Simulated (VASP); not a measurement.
Input of a VASP 6.6.1 run:

File INCAR:

```
  ALGO = Normal
  EDIFF = 1E-6
  ENCUT = 520
  GGA = PS
  ISIF = 2
  ISMEAR = 0
  LASPH = True
  LCHARG = True
  LELF = True
  LREAL = False
  LVHAR = True
  LWAVE = False
  NBANDS = 33
  NELM = 80
  PREC = Accurate
  SIGMA = 0.1
```

KPOINTS

```
k-points
0
Gamma
  12 12 12
```

Contents of POSCAR:

```
TaN
1.0
    5.0235532427      0.0000000000      0.0000000000
   -2.5117766214      4.3505247255      0.0000000000
    0.0000000000      0.0000000000      2.9450478016
Ta N
3 3
Direct
    0.3333333333      0.6666666667      0.5000000000
    0.6666666667      0.3333333333      0.5000000000
    0.0000000000      0.0000000000      0.0000000000
    0.3979536289      0.0000000000      0.0000000000
    0.6020463711      0.6020463711      0.0000000000
    0.0000000000      0.3979536289      0.0000000000
```

Potentials or basis: VASP PAW PBE potentials, release 64 (Ta_pv, N).

Command:

```sh
$ cat potpaw_PBE.64/Ta_pv/POTCAR potpaw_PBE.64/N/POTCAR > POTCAR
$ mpirun -np 1 vasp_std > vasp.out
```

(1) What does it give for the largest force?

(2) Predict the pressure.

Answers

(1) 0.022 eV/Å.

(2) 16.2 GPa.

Caveat: the cell differs from its parent crystal (biaxial strain in the a-b plane: -3.0 %, then relaxed in part); the cell stands under pressure; the PAW data sets were made with another functional, which shifts forces and pressure a little.
